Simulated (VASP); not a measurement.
SrTe:

```
CELL_PARAMETERS angstrom
0.00000 3.35276 3.35276
3.35276 0.00000 3.35276
3.35276 3.35276 0.00000
ATOMIC_POSITIONS crystal
Sr 0.00000 0.00000 0.00000
Te 0.50000 0.50000 0.50000
```

Program: VASP 6.6.1. Alike in all runs: task single point; potentials or basis VASP PAW PBE potentials, release 64 (Sr_sv, Te); no spin polarisation; cell as given; smearing gaussian 0.01 eV.

Order these runs on this cell by their band gap on the k mesh, lowest first.
A. level r2SCAN; k mesh 4 × 4 × 4; cutoff (eV) 550
B. level PBE0; k mesh 4 × 4 × 4; cutoff (eV) 400; grid for exact exchange (PRECFOCK) Normal; share of exact exchange 0.25
C. level HSE06; k mesh 4 × 4 × 4; cutoff (eV) 400; grid for exact exchange (PRECFOCK) Normal; share of exact exchange 0.25; screening parameter 0.2079 1/Å
D. level PBE; k mesh 6 × 6 × 6; cutoff (eV) 500

D (1.75 eV), A (2.14 eV), C (2.49 eV), B (3.18 eV).

Caveats: spin-orbit coupling is left out, which moves the levels of the heavy elements.

A k mesh can miss the band edges.
